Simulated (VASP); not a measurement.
A run of VASP 6.6.1 is set up as follows.

INCAR

```
SYSTEM = PbSe
PREC     = Accurate       ! precision mode
ENCUT    = 520            ! plane-wave cutoff, eV
EDIFF    = 1E-7           ! SCF threshold, eV
ISMEAR   = 0              ! smearing method
SIGMA    = 0.01           ! smearing width, eV
LREAL    = .FALSE.        ! projectors in reciprocal space
LASPH    = .TRUE.         ! aspherical terms in the spheres
NELM     = 80             ! most SCF steps
ALGO     = Normal         ! electronic algorithm
ISIF     = 2              ! what is computed and relaxed
LWAVE    = .FALSE.        ! write WAVECAR
LCHARG   = .TRUE.         ! write CHGCAR
GGA      = PS             ! functional
LELF     = .TRUE.         ! ELF
LVHAR    = .TRUE.       
NBANDS   = 28             ! bands
```

KPOINTS

```
regular mesh
0
G
  6 6 2
  0 0 0
```

Contents of POSCAR:

```
PbSe
1.0
    4.4148899600      0.0000000000      0.0000000000
   -0.0103110200      4.4148779200      0.0000000000
   -2.2022894700     -2.2074389600     12.0007990000
Pb Se
2 2
Direct
    0.8001900000      0.8145460000      0.6176240000
    0.1926960000      0.1931600000      0.3815570000
    0.3001050000      0.3157340000      0.6220350000
    0.6768540000      0.7126680000      0.3768060000
```

Potentials or basis: VASP PAW PBE potentials, release 64 (Pb_d, Se).

Run with:

```sh
$ cat potpaw_PBE.64/Pb_d/POTCAR potpaw_PBE.64/Se/POTCAR > POTCAR
$ mpirun -np 1 vasp_std > vasp.out
```

What does it give for the band gap on the k mesh?

1.51 eV.

Estimate the largest force.

0.455 eV/Å.

Forces in eV/Å, atoms in the order of the input:
```
Pb   0.014  0.000 -0.455
Pb  -0.015  0.003  0.432
Se  -0.001  0.069 -0.357
Se   0.002 -0.072  0.379
```

Caveat: there is no dipole correction, which matters where the two faces differ; the PAW data sets were made with another functional, which shifts forces and pressure a little; spin-orbit coupling is left out, which moves the levels of the heavy elements.
